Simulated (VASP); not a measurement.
A run of VASP 6.6.1 is set up as follows.

The input INCAR:

```
  ALGO = Normal
  EDIFF = 1E-7
  ENCUT = 520
  GGA = PE
  ISIF = 2
  ISMEAR = 0
  LASPH = T
  LCHARG = F
  LREAL = F
  LWAVE = F
  NBANDS = 26
  NELM = 100
  PREC = Accurate
  SIGMA = 0.1
```

KPOINTS

```
k-points
0
Gamma
  10 10 8
```

POSCAR

```
GaSb
1.0
    3.2942082256      3.2942082256      0.0000000000
   -3.2942082256      3.2942082256      0.0000000000
    0.0000000000      0.0000000000      5.8783049604
Ga Sb
2 2
Direct
    0.0000000000      0.0000000000      0.0000000000
    0.5000000000      0.5000000000      0.5000000000
    0.5000000000      0.0000000000      0.2500000000
    0.0000000000      0.5000000000      0.7500000000
```

Potentials or basis: VASP PAW PBE potentials, release 64 (Ga_d, Sb).

Command:

```sh
$ cat potpaw_PBE.64/Ga_d/POTCAR potpaw_PBE.64/Sb/POTCAR > POTCAR
$ mpirun -np 1 vasp_std > vasp.out
```

(1) Estimate the band gap on the k mesh.

(2) Estimate the pressure.

Results:

(1) zero (filled and empty bands touch).

(2) -2.4 GPa.

Caveat: the cell differs from its parent crystal (biaxial strain in the a-b plane: +6.0 %, then relaxed in part); spin-orbit coupling is left out, which moves the levels of the heavy elements.
